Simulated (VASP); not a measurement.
Write the native input for VASP 6.6.1 that does the following.

```yaml
Task: relaxation of cell and atoms
Functional: PBEsol
Potentials_or_basis: VASP PAW PBE potentials, release 64 (Cu)
Cutoff: 600 eV
k_mesh: 18 × 18 × 18
Occupations: fermi-dirac, width 0.08 eV
Spin: no spin polarisation
Dipole_correction: no
Further_INCAR_settings: ALGO = Normal; EDIFF = 1e-06; IBRION = 2; EDIFFG = -0.005; NSW = 60; ISIF = 3
```

The structure of Cu lies in POSCAR:

```
Cu
1.0
    2.3027365034      0.0000000000      0.0000000000
    0.0000000000      2.3027365034      0.0000000000
    0.0000000000      0.0000000000      2.3027365034
Cu
1
Direct
    0.0000000000      0.0000000000      0.0000000000
```

One way to write it, as run:

INCAR

```
  PREC = Accurate
  ENCUT = 600
  EDIFF = 1E-6
  ISMEAR = -1
  SIGMA = 0.08
  LREAL = F
  LASPH = T
  NELM = 60
  ALGO = Normal
  ISIF = 3
  LWAVE = F
  LCHARG = F
  GGA = PS
  IBRION = 2
  NSW = 60
  EDIFFG = -0.005
```

KPOINTS

```
Automatic mesh
0
Gamma
  18 18 18
```

Potentials or basis: VASP PAW PBE potentials, release 64 (Cu).

The run is started by

```sh
$ cat potpaw_PBE.64/Cu/POTCAR > POTCAR
$ mpirun -np 1 vasp_std > vasp.out
```

Results of the run:

The relaxed volume is 13.21 Å³/atom, the relaxed cell is a = 2.364 Å, b = 2.364 Å, c = 2.364 Å, α = 90.00°, β = 90.00°, γ = 90.00° and the space group after relaxing (to 0.05 Å) is Pm-3m (No. 221). The energy gained by relaxing is 32.8 meV/atom, the ionic steps are 4 and the pressure after relaxing is 0.0 GPa.

Caveat: the PAW data sets were made with another functional, which shifts forces and pressure a little.

It took 71 s on 1 thread of Intel(R) Xeon(R) Platinum 8259CL CPU @ 2.50GHz (Skylake/Cascade Lake), with other jobs on the host, peak memory 0.14 GiB.
